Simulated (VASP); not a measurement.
# Si (Fd-3m) in VASP: a series of runs, part 2 of 2

VASP 6.6.1. The steps go on from the part before.

## (4) Electric field gradients, LDA (volume scaled by 0.98)

The input, INCAR:

```
SYSTEM = Si
PREC = Accurate
ENCUT = 520
EDIFF = 1E-8
ISMEAR = -1
SIGMA = 0.08
LREAL = .FALSE.
LASPH = .TRUE.
NELM = 80
ALGO = Normal
ISIF = 2
LWAVE = .FALSE.
LCHARG = .FALSE.
LEFG = .TRUE.
NBANDS = 11
```

The input, KPOINTS:

```
Automatic mesh
0
G
  11 11 11
  0 0 0
```

The input, POSCAR:

```
Si
1.0
    0.0000000000      2.6972448200      2.6972448200
    2.6972448200      0.0000000000      2.6972448200
    2.6972448200      2.6972448200      0.0000000000
Si
2
Direct
    0.5000000000      0.5000000000      0.5000000000
    0.7500000000      0.7500000000      0.7500000000
```

Potentials or basis: VASP PAW LDA potentials, release 64 (Si).

Started as:

```
cat potpaw_LDA.64/Si/POTCAR > POTCAR
mpirun -np 1 vasp_std > vasp.out
```

OUTCAR:

```text
SYSTEM = Si
   PREC = Accurate
   ENCUT = 520
   EDIFF = 1E-8
   ISMEAR = -1
   LREAL = .FALSE.
   LASPH = .TRUE.
   NELM = 80
   ISIF = 2

 ion  position               nearest neighbor table
   1  0.500  0.500  0.500-   2 2.34   2 2.34   2 2.34   2 2.34
   2  0.750  0.750  0.750-   1 2.34   1 2.34   1 2.34   1 2.34

  LATTYP: Found a face centered cubic cell.
 ALAT       =     5.3944896400

  Lattice vectors:

 A1 = (   0.0000000000,   2.6972448200,   2.6972448200)
 A2 = (   2.6972448200,   0.0000000000,   2.6972448200)
 A3 = (   2.6972448200,   2.6972448200,   0.0000000000)
[... 549 lines left out ...]
  free  energy   TOTEN  =       -11.9193967920 eV

  energy  without entropy=      -11.9187989161  energy(sigma->0) =      -11.91909785

 Electric field gradients (V/A^2)
---------------------------------------------------------------------
 ion       V_xx      V_yy      V_zz      V_xy      V_xz      V_yz
---------------------------------------------------------------------
   1       0.000    -0.000    -0.000    -0.000    -0.000    -0.000
   2       0.000     0.000    -0.000    -0.000    -0.000    -0.000
---------------------------------------------------------------------

 Electric field gradients after diagonalization (V/A^2)
 (convention: |V_zz| > |V_xx| > |V_yy|)
----------------------------------------------------------------------
 ion       V_xx      V_yy      V_zz     asymmetry (V_yy - V_xx)/ V_zz
----------------------------------------------------------------------
   1       0.000     0.000    -0.000       0.000
   2       0.000     0.000    -0.000       0.000
----------------------------------------------------------------------

           NMR quadrupolar parameters

 Cq : quadrupolar parameter    Cq=e*Q*V_zz/h
 eta: asymmetry parameters     (V_yy - V_xx)/ V_zz
 Q  : nuclear electric quadrupole moment in mb (millibarn)
----------------------------------------------------------------------
 ion       Cq(MHz)       eta       Q (mb)
----------------------------------------------------------------------
   1      -0.000       0.000       1.000
   2      -0.000       0.000       1.000
----------------------------------------------------------------------
```

OSZICAR:

```text
N       E                     dE             d eps       ncg     rms          rms(c)
DAV:   1     0.837711290493E+01    0.83771E+01   -0.33387E+03  1232   0.591E+02
DAV:   2    -0.115743678250E+02   -0.19951E+02   -0.19061E+02  1649   0.895E+01
DAV:   3    -0.121887964975E+02   -0.61443E+00   -0.61219E+00  1578   0.138E+01
DAV:   4    -0.121936850460E+02   -0.48885E-02   -0.48881E-02  1480   0.157E+00
DAV:   5    -0.121937341722E+02   -0.49126E-04   -0.49126E-04  1559   0.145E-01    0.514E+00
DAV:   6    -0.120043399419E+02    0.18939E+00   -0.11114E-01  1394   0.132E+00    0.308E+00
DAV:   7    -0.119192546381E+02    0.85085E-01   -0.19518E-01  1409   0.180E+00    0.249E-01
DAV:   8    -0.119194228271E+02   -0.16819E-03   -0.82940E-03  1406   0.497E-01    0.841E-02
DAV:   9    -0.119193916962E+02    0.31131E-04   -0.23409E-04  1535   0.810E-02    0.639E-02
DAV:  10    -0.119193969345E+02   -0.52383E-05   -0.17273E-05  1425   0.243E-02    0.293E-02
DAV:  11    -0.119193967892E+02    0.14533E-06   -0.10285E-06  1460   0.532E-03    0.216E-03
DAV:  12    -0.119193967920E+02   -0.28234E-08   -0.24419E-08  1465   0.935E-04
   1 F= -.11919397E+02 E0= -.11919098E+02  d E =-.597876E-03
```

It took 11 s on 1 thread of Intel Xeon 6975P-C, shared host; peak memory 0.14 GiB.

What came out:

- Free energy: -11.9194 eV
- Pressure: 0.4 GPa
- Band gap on the k mesh: 0.46 eV, indirect (least direct gap 2.53 eV)

Levels at points of the mesh, in eV from the valence-band top:
```tsv
k point	band 2	band 3	band 4	band 5	band 6	band 7
(0.00, 0.00, 0.00)	0.00	0.00	0.00	2.53	2.53	2.53
```

Caveat: without QUAD_EFG the Cq values of the log hold for a quadrupole moment of 1 mb, not for the nuclei. A k mesh can miss the band edges.

## (5) Electric field gradients, LDA (volume scaled by 0.98)

The input, INCAR:

```
  PREC = Accurate
  ENCUT = 520
  EDIFF = 1E-8
  ISMEAR = -1
  SIGMA = 0.08
  LREAL = F
  LASPH = T
  NELM = 80
  ALGO = Normal
  ISIF = 2
  LWAVE = F
  LCHARG = F
  GGA = CA
  LEFG = T
  NBANDS = 11
```

The input, KPOINTS:

```
Automatic mesh
0
Gamma
  11 11 11
```

POSCAR is that of step 4.

Potentials or basis: VASP PAW LDA potentials, release 64 (Si).

Started as:

```
cat potpaw_LDA.64/Si/POTCAR > POTCAR
mpirun -np 1 vasp_std > vasp.out
```

OUTCAR:

```text
PREC = Accurate
   ENCUT = 520
   EDIFF = 1E-8
   ISMEAR = -1
   LREAL = F
   LASPH = T
   NELM = 80
   ISIF = 2
   GGA = CA

 ion  position               nearest neighbor table
   1  0.500  0.500  0.500-   2 2.34   2 2.34   2 2.34   2 2.34
   2  0.750  0.750  0.750-   1 2.34   1 2.34   1 2.34   1 2.34

  LATTYP: Found a face centered cubic cell.
 ALAT       =     5.3944896400

  Lattice vectors:

 A1 = (   0.0000000000,   2.6972448200,   2.6972448200)
 A2 = (   2.6972448200,   0.0000000000,   2.6972448200)
 A3 = (   2.6972448200,   2.6972448200,   0.0000000000)

Analysis of symmetry for initial positions (statically):
=====================================================================
 Subroutine PRICEL returns:
 Original cell was already a primitive cell.

 Routine SETGRP: Setting up the symmetry group for a
 face centered cubic supercell.

 Subroutine GETGRP returns: Found 48 space group operations
 (whereof 24 operations were pure point group operations)
 out of a pool of 48 trial point group operations.

The static configuration has the point symmetry T_d .
 The point group associated with its full space group is O_h .

Analysis of symmetry for dynamics (positions and initial velocities):
=====================================================================
 Subroutine PRICEL returns:
 Original cell was already a primitive cell.

 Routine SETGRP: Setting up the symmetry group for a
 face centered cubic supercell.

 Subroutine GETGRP returns: Found 48 space group operations
 (whereof 24 operations were pure point group operations)
 out of a pool of 48 trial point group operations.
[... 163 lines left out ...]
      6       8.5086      0.00000
      7       8.5086      0.00000
      8       9.4161      0.00000
      9      13.7142      0.00000
     10      13.7142      0.00000
     11      13.7395      0.00000
[... 309 lines left out ...]
 k-point    24 :      -0.1818    0.1818    0.0000
  band No.  band energies     occupation
      1      -4.9749      2.00000
      2       1.8758      2.00000
      3       3.2134      2.00000
      4       5.2828      1.99997
      5       8.9472      0.00000
      6       9.7035      0.00000
      7       9.9812      0.00000
      8      11.6268      0.00000
      9      12.0087      0.00000
     10      16.0367      0.00000
     11      16.5378      0.00000

 [... further k-points ...]
[... 5 lines left out ...]
  --------------------------------------------------------------------------------------
  -------------------------------------------------------------------------------------
  Total        0.1095191      0.1095191      0.1095191      0.0000000      0.0000000     -0.0000000
  in kB        4.4710475      4.4710475      4.4710475      0.0000000      0.0000000     -0.0000000
  external PRESSURE =       4.4710475 kB  Pullay stress =       0.0000000 kB

 VOLUME and BASIS-vectors are now :
 -----------------------------------------------------------------------------
  energy-cutoff  :      520.00
  volume of cell :       39.25
      direct lattice vectors                 reciprocal lattice vectors
     0.000000000  2.697244820  2.697244820    -0.185374348  0.185374348  0.185374348
     2.697244820  0.000000000  2.697244820     0.185374348 -0.185374348  0.185374348
     2.697244820  2.697244820  0.000000000     0.185374348  0.185374348 -0.185374348

 POSITION                                       TOTAL-FORCE (eV/Angst)
 -----------------------------------------------------------------------------------
      2.69724      2.69724      2.69724        -0.000000     -0.000000     -0.000000
      4.04587      4.04587      4.04587         0.000000      0.000000      0.000000
 -----------------------------------------------------------------------------------
    total drift:                                0.000000      0.000000     -0.000000

  FREE ENERGIE OF THE ION-ELECTRON SYSTEM (eV)
  ---------------------------------------------------
  free  energy   TOTEN  =       -11.9193967920 eV

  energy  without entropy=      -11.9187989161  energy(sigma->0) =      -11.91909785

 Electric field gradients (V/A^2)
---------------------------------------------------------------------
 ion       V_xx      V_yy      V_zz      V_xy      V_xz      V_yz
---------------------------------------------------------------------
   1       0.000    -0.000    -0.000    -0.000    -0.000    -0.000
   2       0.000     0.000    -0.000    -0.000    -0.000    -0.000
---------------------------------------------------------------------

 Electric field gradients after diagonalization (V/A^2)
 (convention: |V_zz| > |V_xx| > |V_yy|)
----------------------------------------------------------------------
 ion       V_xx      V_yy      V_zz     asymmetry (V_yy - V_xx)/ V_zz
----------------------------------------------------------------------
   1       0.000     0.000    -0.000       0.000
   2       0.000     0.000    -0.000       0.000
----------------------------------------------------------------------

           NMR quadrupolar parameters

 Cq : quadrupolar parameter    Cq=e*Q*V_zz/h
 eta: asymmetry parameters     (V_yy - V_xx)/ V_zz
 Q  : nuclear electric quadrupole moment in mb (millibarn)
----------------------------------------------------------------------
 ion       Cq(MHz)       eta       Q (mb)
----------------------------------------------------------------------
   1      -0.000       0.000       1.000
   2      -0.000       0.000       1.000
----------------------------------------------------------------------
```

OSZICAR:

```text
N       E                     dE             d eps       ncg     rms          rms(c)
DAV:   1     0.837711290493E+01    0.83771E+01   -0.33387E+03  1232   0.591E+02
DAV:   2    -0.115743678250E+02   -0.19951E+02   -0.19061E+02  1649   0.895E+01
DAV:   3    -0.121887964975E+02   -0.61443E+00   -0.61219E+00  1578   0.138E+01
DAV:   4    -0.121936850460E+02   -0.48885E-02   -0.48881E-02  1480   0.157E+00
DAV:   5    -0.121937341722E+02   -0.49126E-04   -0.49126E-04  1559   0.145E-01    0.514E+00
DAV:   6    -0.120043399419E+02    0.18939E+00   -0.11114E-01  1394   0.132E+00    0.308E+00
DAV:   7    -0.119192546381E+02    0.85085E-01   -0.19518E-01  1409   0.180E+00    0.249E-01
DAV:   8    -0.119194228271E+02   -0.16819E-03   -0.82940E-03  1406   0.497E-01    0.841E-02
DAV:   9    -0.119193916962E+02    0.31131E-04   -0.23409E-04  1535   0.810E-02    0.639E-02
DAV:  10    -0.119193969345E+02   -0.52383E-05   -0.17273E-05  1425   0.243E-02    0.293E-02
DAV:  11    -0.119193967892E+02    0.14533E-06   -0.10285E-06  1460   0.532E-03    0.216E-03
DAV:  12    -0.119193967920E+02   -0.28234E-08   -0.24419E-08  1465   0.935E-04
   1 F= -.11919397E+02 E0= -.11919098E+02  d E =-.597876E-03
```

stdout:

```text
POSCAR found type information on POSCAR Si
 POSCAR found :  1 types and       2 ions
 scaLAPACK will be used
 LDA part: xc-table for (Slater(with rela. corr.)+CA(PZ))
 , standard interpolation
 POSCAR, INCAR and KPOINTS ok, starting setup
 FFT: planning ... GRIDC
 FFT: planning ... GRID_SOFT
 FFT: planning ... GRID
 WAVECAR not read
 entering main loop
ion   1

ion   2
```

Run time: 11 s. Hardware: 1 thread of Intel Xeon 6975P-C, shared host; peak memory 0.14 GiB.

What came out:

```yaml
Free_energy: -11.9194 eV
Pressure: 0.4 GPa
Band_gap_on_the_k_mesh: 0.46 eV, indirect (least direct gap 2.53 eV)
```

Caveat: without QUAD_EFG the Cq values of the log hold for a quadrupole moment of 1 mb, not for the nuclei. A k mesh can miss the band edges.
